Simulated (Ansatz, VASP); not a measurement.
## One calculation of Ga3AsN2, two programs

```
Ga As N
1.0
     3.61347    0.00000    0.00000
    -1.80674    3.12936    0.00000
     0.00000    0.00000    8.85117
Ga As N
3 1 2
Cartesian
  0.0000 0.0000 0.0000
  0.0000 2.0862 5.9008
  1.8067 1.0431 2.9504
  0.0000 2.0862 8.1136
  1.8067 1.0431 5.1632
  0.0000 0.0000 2.2128
```

Alike in both runs: task relaxation of cell and atoms; functional PBE; k mesh 6 × 6 × 2; occupations gaussian, width 0.1 eV; no spin polarisation.

|  | VASP | Ansatz |
| --- | --- | --- |
| version | VASP 6.6.1 | Ansatz 0.2.0 |
| potentials or method | VASP PAW PBE potentials, release 64 (Ga_d, As, N), cutoff 600 eV | scalar-relativistic, plane waves, PAW |
| valence electrons in the cell | 54 | 64 |

```tsv
	VASP	Ansatz	Ansatz less VASP
gap on the k mesh at the Fermi level, each at its own relaxed structure (eV)	none	none	-
relaxed volume (Å³/atom)	15.30	15.30	0.000
relaxed cell length with the largest relative difference (Å)	8.847	8.846	-0.0013
```

A gap of «none» marks a metal or a gap that the smearing closes. VASP's potentials hold 54 valence electrons a cell and Ansatz's 64, so a difference there can come from the potentials and not from the codes.
